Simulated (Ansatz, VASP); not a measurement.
Two plane-wave programs on Ti

```xyz
1
Lattice="0.0000 2.1051 1.8039 2.1051 0.0000 1.8039 2.1051 2.1051 0.0000" Properties=species:S:1:pos:R:3 pbc="T T T"
Ti    0.0000    0.0000    0.0000
```

Alike in both runs: task single point; functional PBE; k mesh 20 × 20 × 20; occupations gaussian, width 0.15 eV; no spin polarisation.

|  | VASP | Ansatz |
| --- | --- | --- |
| version | VASP 6.6.1 | Ansatz 0.2.0 |
| potentials or method | VASP PAW PBE potentials, release 64 (Ti_sv), cutoff 520 eV | scalar-relativistic, plane waves, PAW |
| valence electrons in the cell | 12 | 12 |

```tsv
	VASP	Ansatz	Ansatz less VASP
gap on the k mesh at the Fermi level (eV)	none	none	-
pressure (GPa)	9.8	10.1	+0.36
traceless stress, the component that is largest in VASP (GPa)	2.13	2.10	-0.033
```

A gap of «none» marks a metal or a gap that the smearing closes.
